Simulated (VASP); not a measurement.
# BaTiO3 (R3m) in VASP: further runs, part 2 of 2

VASP 6.6.1. The steps go on from the part before.

### Step 5. Single point, PBEsol+U

The input, INCAR:

```
PREC     = Accurate       # precision mode
ENCUT    = 520            # plane-wave cutoff, eV
EDIFF    = 1E-6           # SCF threshold, eV
ISMEAR   = 0              # smearing method
SIGMA    = 0.01           # smearing width, eV
LREAL    = False          # projectors in reciprocal space
LASPH    = True           # aspherical terms in the spheres
NELM     = 150            # most SCF steps
ALGO     = Normal         # electronic algorithm
ISIF     = 2              # what is computed and relaxed
LWAVE    = False          # write WAVECAR
LCHARG   = False          # write CHGCAR
LMAXMIX  = 4              # l up to which the mixer works
LDAU     = True           # DFT+U
LDAUTYPE = 2            
LDAUL    = -1 2 -1        # shell
LDAUU    = 0 4.5 0        # U, eV
LDAUJ    = 0 0 0        
LDAUPRINT= 1            
GGA      = PS             # functional
NBANDS   = 28             # bands
```

The input, KPOINTS:

```
Automatic mesh
0
Gamma
  6 6 6
```

The input, POSCAR:

```
BaTiO3
1.0
    2.8273666100      1.6323808700      2.3183934900
   -2.8273666100      1.6323808700      2.3183934900
    0.0000000000     -3.2647617400      2.3183934900
Ba Ti O
1 1 3
Direct
    0.0000000000      0.0000000000      0.0000000000
    0.4845000000      0.4845000000      0.4845000000
    0.5086000000      0.5086000000      0.0175000000
    0.0175000000      0.5086000000      0.5086000000
    0.5086000000      0.0175000000      0.5086000000
```

Launch:

```console
cat potpaw_PBE.64/Ba_sv/POTCAR potpaw_PBE.64/Ti_sv/POTCAR potpaw_PBE.64/O/POTCAR > POTCAR
mpirun -np 1 vasp_std > vasp.out
```

Wall time 1.7 min (1 thread of Intel Xeon 8259CL, shared host); peak memory 0.21 GiB.

The run converged. Its results:

```yaml
Free_energy: -38.8525 eV
Pressure: 4.7 GPa
Largest_force: 1.330 eV/Å
Band_gap_on_the_k_mesh: 2.80 eV, indirect (least direct gap 3.21 eV)
```

Forces in eV/Å, atoms in the order of the input:
```
Ba   0.000  0.000 -0.149
Ti   0.000  0.000  1.330
O    0.000  0.630 -0.394
O   -0.546 -0.315 -0.394
O    0.546 -0.315 -0.394
```

Stress tensor (GPa, compression positive):
```
5.00 0.00 0.00
0.00 5.00 0.00
0.00 0.00 4.16
```

Levels at points of the mesh, in eV from the valence-band top:
| k point | band 18 | band 19 | band 20 | band 21 | band 22 | band 23 |
| --- | --- | --- | --- | --- | --- | --- |
| (0.00, 0.00, 0.00) | -0.49 | -0.41 | -0.41 | 2.80 | 2.80 | 2.91 |
| (0.50, 0.00, 0.00) | -1.62 | -0.99 | -0.90 | 3.02 | 4.27 | 4.36 |
| (0.50, 0.50, 0.00) | -0.92 | -0.87 | -0.10 | 4.35 | 4.35 | 4.70 |
| (0.50, 0.50, 0.50) | -0.02 | -0.02 | 0.00 | 4.83 | 4.99 | 4.99 |

Eigenvalues of the final occupation matrices:
```tsv
site	spin	trace	eigenvalues
site 2 d	1	0.83	0.11 0.11 0.11 0.25 0.25
site 2 d	2	0.83	0.11 0.11 0.11 0.25 0.25
```

Caveat: the PAW data sets were made with another functional, which shifts forces and pressure a little; spin-orbit coupling is left out, which moves the levels of the heavy elements.

### Step 6. Single point, PBEsol+U

Edit INCAR of step 5 so:

```diff
@@ -16,3 +16,3 @@
 LDAUL    = -1 2 -1        # shell
-LDAUU    = 0 4.5 0        # U, eV
+LDAUU    = 0 6 0          # U, eV
 LDAUJ    = 0 0 0
```

KPOINTS is that of step 5.

POSCAR is that of step 5.

Potentials or basis: VASP PAW PBE potentials, release 64 (Ba_sv, Ti_sv, O).

Launch:

```console
cat potpaw_PBE.64/Ba_sv/POTCAR potpaw_PBE.64/Ti_sv/POTCAR potpaw_PBE.64/O/POTCAR > POTCAR
mpirun -np 1 vasp_std > vasp.out
```

OUTCAR:

```text
PREC = Accurate
   ENCUT = 520
   EDIFF = 1E-6
   ISMEAR = 0
   LREAL = False
   LASPH = True
   NELM = 150
   ISIF = 2
   GGA = PS

 ion  position               nearest neighbor table
   1  0.000  0.000  0.000-   3 2.79   4 2.79   5 2.79   4 2.83   5 2.83   5 2.83   4 2.83   3 2.83
                             3 2.83   3 2.89   4 2.89   5 2.89   2 3.37   2 3.43   2 3.43   2 3.43
   2  0.484  0.484  0.484-   3 1.87   4 1.87   5 1.87   3 2.14   4 2.14   5 2.14   1 3.37   1 3.43
                             1 3.43   1 3.43   1 3.50   1 3.50   1 3.50   1 3.59
   3  0.509  0.509  0.017-   2 1.87   2 2.14   1 2.79   1 2.83   1 2.83   1 2.89
   4  0.017  0.509  0.509-   2 1.87   2 2.14   1 2.79   1 2.83   1 2.83   1 2.89
   5  0.509  0.017  0.509-   2 1.87   2 2.14   1 2.79   1 2.83   1 2.83   1 2.89

  LATTYP: Found a trigonal (rhomboedric) cell.
 ALAT       =     4.0041999983
 COS(alpha) =     0.0028448809

  Lattice vectors:

 A1 = (   2.8273666100,   1.6323808700,   2.3183934900)
 A2 = (  -2.8273666100,   1.6323808700,   2.3183934900)
 A3 = (   0.0000000000,  -3.2647617400,   2.3183934900)

Analysis of symmetry for initial positions (statically):
[... 221 lines left out ...]
 fundamental gap:      2.9813158281
 Fermi energy:         3.9748339054

 k-point     1 :       0.0000    0.0000    0.0000
  band No.  band energies     occupation
      1     -53.7945      2.00000
      2     -30.0929      2.00000
      3     -30.0862      2.00000
      4     -30.0862      2.00000
      5     -20.9353      2.00000
      6     -13.0139      2.00000
[... 733 lines left out ...]
     27      11.9419      0.00000
     28      12.3914      0.00000

 [... further k-points ...]

------------------------ aborting loop because EDIFF is reached ----------------------------------------

  FORCE on cell =-STRESS in cart. coord.  units (eV):
  Direction    XX          YY          ZZ          XY          YZ          ZX
  --------------------------------------------------------------------------------------
  -------------------------------------------------------------------------------------
  Total        2.5969293      2.5969293      2.1601795     -0.0000000      0.0000000      0.0000000
  in kB       64.8080111     64.8080108     53.9086421     -0.0000000      0.0000000      0.0000000
  external PRESSURE =      61.1748880 kB  Pullay stress =       0.0000000 kB

 VOLUME and BASIS-vectors are now :
 -----------------------------------------------------------------------------
  energy-cutoff  :      520.00
  volume of cell :       64.20
      direct lattice vectors                 reciprocal lattice vectors
     2.827366610  1.632380870  2.318393490     0.176843002  0.102100355  0.143777721
    -2.827366610  1.632380870  2.318393490    -0.176843002  0.102100355  0.143777721
     0.000000000 -3.264761740  2.318393490     0.000000000 -0.204200710  0.143777721

 POSITION                                       TOTAL-FORCE (eV/Angst)
 -----------------------------------------------------------------------------------
      0.00000      0.00000      0.00000         0.000000      0.000000     -0.156502
      0.00000      0.00000      3.36978         0.000000      0.000000      1.736504
      0.00000      1.60332      2.39884         0.000000      0.815289     -0.526667
     -1.38852     -0.80166      2.39884        -0.706061     -0.407644     -0.526667
      1.38852     -0.80166      2.39884         0.706061     -0.407644     -0.526667
 -----------------------------------------------------------------------------------
    total drift:                                0.000000     -0.000001      0.000568

  FREE ENERGIE OF THE ION-ELECTRON SYSTEM (eV)
  ---------------------------------------------------
  free  energy   TOTEN  =       -37.8625480805 eV

  energy  without entropy=      -37.8625480805  energy(sigma->0) =      -37.86254808
```

OSZICAR:

```text
N       E                     dE             d eps       ncg     rms          rms(c)
DAV:   1     0.441000870144E+03    0.44100E+03   -0.20616E+04  1792   0.155E+03
DAV:   2    -0.428942524095E+01   -0.44529E+03   -0.42765E+03  2044   0.430E+02
DAV:   3    -0.472313961742E+02   -0.42942E+02   -0.42548E+02  2536   0.133E+02
DAV:   4    -0.492224643855E+02   -0.19911E+01   -0.19857E+01  2712   0.243E+01
DAV:   5    -0.492779983086E+02   -0.55534E-01   -0.55520E-01  2436   0.327E+00    0.237E+01
DAV:   6    -0.377089642550E+02    0.11569E+02   -0.51531E+01  2728   0.689E+01    0.911E+00
DAV:   7    -0.379088834658E+02   -0.19992E+00   -0.61767E+00  2408   0.136E+01    0.560E+00
DAV:   8    -0.378960734794E+02    0.12810E-01   -0.14901E+00  2272   0.931E+00    0.182E+00
DAV:   9    -0.378599379678E+02    0.36136E-01   -0.16749E-01  2264   0.377E+00    0.103E+00
DAV:  10    -0.378664154369E+02   -0.64775E-02   -0.93610E-02  2240   0.207E+00    0.525E-01
DAV:  11    -0.378625481614E+02    0.38673E-02   -0.19945E-02  2560   0.104E+00    0.160E-01
DAV:  12    -0.378627590170E+02   -0.21086E-03   -0.31303E-03  2324   0.556E-01    0.124E-01
DAV:  13    -0.378625578410E+02    0.20118E-03   -0.99976E-04  2292   0.316E-01    0.266E-02
DAV:  14    -0.378625478227E+02    0.10018E-04   -0.68632E-05  2124   0.855E-02    0.983E-03
DAV:  15    -0.378625488694E+02   -0.10467E-05   -0.63713E-06  2380   0.226E-02    0.762E-03
DAV:  16    -0.378625480805E+02    0.78893E-06   -0.51392E-06  2052   0.187E-02
   1 F= -.37862548E+02 E0= -.37862548E+02  d E =-.829993-101
```

It took 95 s on 1 thread of Intel Xeon 8259CL, shared host; peak memory 0.21 GiB.

Results:

| Property | Result |
| --- | --- |
| Free energy | -37.8625 eV |
| Pressure | 6.1 GPa |
| Largest force | 1.737 eV/Å |
| Band gap on the k mesh | 2.98 eV, indirect (least direct gap 3.39 eV) |

Forces in eV/Å, atoms in the order of the input:
```
Ba   0.000  0.000 -0.157
Ti   0.000  0.000  1.737
O    0.000  0.815 -0.527
O   -0.706 -0.408 -0.527
O    0.706 -0.408 -0.527
```

Levels at points of the mesh, in eV from the valence-band top:
| k point | band 17 | band 18 | band 19 | band 20 | band 21 | band 22 | band 23 | band 24 |
| --- | --- | --- | --- | --- | --- | --- | --- | --- |
| (0.00, 0.00, 0.00) | -1.10 | -0.48 | -0.41 | -0.41 | 2.98 | 2.98 | 3.08 | 4.54 |
| (0.50, 0.00, 0.00) | -1.65 | -1.60 | -1.00 | -0.92 | 3.21 | 4.46 | 4.49 | 4.57 |
| (0.50, 0.50, 0.00) | -1.86 | -0.92 | -0.88 | -0.10 | 4.55 | 4.55 | 4.90 | 5.05 |
| (0.50, 0.50, 0.50) | -2.23 | -0.02 | -0.02 | 0.00 | 5.03 | 5.18 | 5.18 | 6.43 |

Eigenvalues of the final occupation matrices:
```
    site  spin  trace               eigenvalues
site 2 d     1   0.80  0.10 0.10 0.10 0.24 0.24
site 2 d     2   0.80  0.10 0.10 0.10 0.24 0.24
```

Caveat: the PAW data sets were made with another functional, which shifts forces and pressure a little; spin-orbit coupling is left out, which moves the levels of the heavy elements.

### Step 7. Summary

| level | U | gap on the mesh (eV) | pressure (GPa) | largest force (eV/Å) |
| --- | --- | --- | --- | --- |
| PBEsol | - | 2.34 | 0.6 | 0.14 |
| PBEsol+U | Ti d U = 1.5 eV | 2.48 | 1.9 | 0.53 |
| PBEsol+U | Ti d U = 3.0 eV | 2.63 | 3.4 | 0.93 |
| PBEsol+U | Ti d U = 4.5 eV | 2.80 | 4.7 | 1.33 |
| PBEsol+U | Ti d U = 6.0 eV | 2.98 | 6.1 | 1.74 |

Alike in all rows: task single point; potentials or basis VASP PAW PBE potentials, release 64 (Ba_sv, Ti_sv, O); no spin polarisation; cell as given; k mesh 6 × 6 × 6; cutoff (eV) 520; smearing gaussian 0.01 eV.

On the cell as given the gap runs from 2.34 eV (PBEsol) to 2.98 eV (PBEsol+U). The pressure there spans 0.6 GPa (PBEsol) to 6.1 GPa (PBEsol+U); a positive pressure means that this level wants a larger cell, a negative one a smaller.

Caveats: the PAW data sets were made with another functional, which shifts forces and pressure a little; spin-orbit coupling is left out, which moves the levels of the heavy elements.

Absolute energies hang on the potentials; compare differences alone.
